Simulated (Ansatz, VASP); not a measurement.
**One calculation of Ge2Br3, two programs**

```
Ge Br
1.0
     4.36077    0.00000    0.00000
    -2.18038    3.77654    0.00000
     0.00000    0.00000    9.43504
Ge Br
2 3
Cartesian
  0.0000 2.5177 1.7308
  2.1804 1.2588 7.7042
  0.0000 0.0000 0.0000
  0.0000 2.5177 6.4325
  2.1804 1.2588 3.0026
```

Alike in both runs: functional PBE; k mesh 6 × 6 × 4; occupations gaussian, width 0.1 eV; no spin polarisation.

Ansatz relaxed the structure, and its values are those at the end. VASP's run is a single point on that final structure, the one shown.

|  | VASP | Ansatz |
| --- | --- | --- |
| version | VASP 6.6.1 | Ansatz 0.2.0 |
| potentials or method | VASP PAW PBE potentials, release 64 (Ge_d, Br), cutoff 520 eV | scalar-relativistic, plane waves, PAW |
| valence electrons in the cell | 49 | 49 |

```csv
,VASP,Ansatz,Ansatz less VASP
gap on the k mesh at the Fermi level (eV),none,none,-
pressure (GPa),0.1,0.1,-0.01
rms of the force components (eV/Å),0.007,0.007,-0.0004
```

A gap of «none» marks a metal or a gap that the smearing closes. With one functional, cell and mesh, what is left measures potentials, basis and numerics.
